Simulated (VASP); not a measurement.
## FeO: phonons with PBE+U

The system is FeO.

```xyz
4
Lattice="3.0618 0.0000 0.0000 0.0000 3.1230 0.0000 0.0000 0.0000 4.3300" Properties=species:S:1:pos:R:3 pbc="T T T"
Fe    0.0000    0.0000    0.0000
Fe    1.5309    1.5615    2.1650
O     1.5309    1.5615    0.0000
O     0.0000    0.0000    2.1650
```

```yaml
Program: VASP 6.6.1
Task: phonons
Functional: PBE
Potentials_or_basis: VASP PAW PBE potentials, release 64 (Fe, O)
Cutoff: 520 eV
k_mesh: 5 × 5 × 3
Occupations: fermi-dirac, width 0.1 eV
Spin: collinear spin, antiferromagnetic start
Starting_moments: "[4.0, -4.0, 0.0, 0.0] μB"
Hubbard_terms: Fe d U = 4.0 eV
Dipole_correction: no
Further_INCAR_settings: ALGO = Normal; EDIFF = 1e-08; IBRION = 6; POTIM = 0.015; NSW = 1
```

| Quantity | Value |
| --- | --- |
| Net moment | 0.00 μB per cell |
| Site moments | Fe +3.75, -3.75; O +0.03, -0.03 μB |
| Valence electrons inside the program's atomic spheres | Fe 6.73; O 5.01 |
| Highest phonon frequency at Γ, LO-TO splitting left out | 428 cm⁻¹ |

Phonon frequencies in cm⁻¹ (negative: imaginary):
| q point | frequencies |
| --- | --- |
| (0.000, 0.000, 0.000) | 0 0 0 155 159 180 183 301 309 378 386 428 |

Eigenvalues of the final occupation matrices:
| site | spin | trace | eigenvalues |
| --- | --- | --- | --- |
| site 1 d | 1 | 4.91 | 0.96 0.96 0.96 1.01 1.01 |
| site 1 d | 2 | 1.21 | 0.03 0.03 0.09 0.11 0.96 |
| site 2 d | 1 | 1.21 | 0.03 0.03 0.09 0.11 0.96 |
| site 2 d | 2 | 4.91 | 0.96 0.96 0.96 1.01 1.01 |

Wall time 6.7 min on 1 thread of AMD EPYC 7R43 64-Core Processor (Zen 3), with other jobs on the host, peak memory 0.15 GiB.

Caveat: the k points lie up to 0.48 Å⁻¹ apart; the cell stands under pressure or tension, which shifts response properties. The state reached can hang on the start; a lower one may exist.
